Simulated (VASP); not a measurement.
A run of VASP 6.6.1 is set up as follows.

INCAR

```
ALGO = Normal
DIPOL = 0.5 0.5 0.499
EDIFF = 1E-6
ENCUT = 520
GGA = PS
GGA_COMPAT = F
IDIPOL = 3
ISIF = 2
ISMEAR = 0
LASPH = T
LCHARG = F
LDIPOL = T
LREAL = F
LWAVE = F
NBANDS = 46
NELM = 120
NELMDL = -8
PREC = Accurate
SIGMA = 0.1
```

The input KPOINTS:

```
k-points
0
Gamma
  9 9 1
```

Contents of POSCAR:

```
Ta5N2
1.0
    3.2805195243      0.0000000000      0.0000000000
    0.0000000000      3.2805195243      0.0000000000
    0.0000000000      0.0000000000     26.6610390486
Ta N
5 2
Direct
    0.5000000000      0.5000000000      0.3188172818
    0.0000000000      0.0000000000      0.3803400064
    0.5000000000      0.5000000000      0.4415156594
    0.0000000000      0.0000000000      0.5034150726
    0.5000000000      0.5000000000      0.5614037349
    0.0000000000      0.5000000000      0.6212320959
    0.0000000000      0.5000000000      0.6642351496
```

Potentials or basis: VASP PAW PBE potentials, release 64 (Ta_sv_GW, N).

Launch:

```bash
$ cat potpaw_PBE.64/Ta_sv_GW/POTCAR potpaw_PBE.64/N/POTCAR > POTCAR
$ mpirun -np 1 vasp_std > vasp.out
```

(1) What does it give for the largest force?

(2) Estimate the band gap on the k mesh.

Answers

(1) 1.485 eV/Å.

(2) zero (an odd number of electrons rules out a gap without spin polarisation).

Caveat: the standard files for N, O and F lose accuracy on very short bonds; the PAW data sets were made with another functional, which shifts forces and pressure a little; spin-orbit coupling is left out, which moves the levels of the heavy elements.
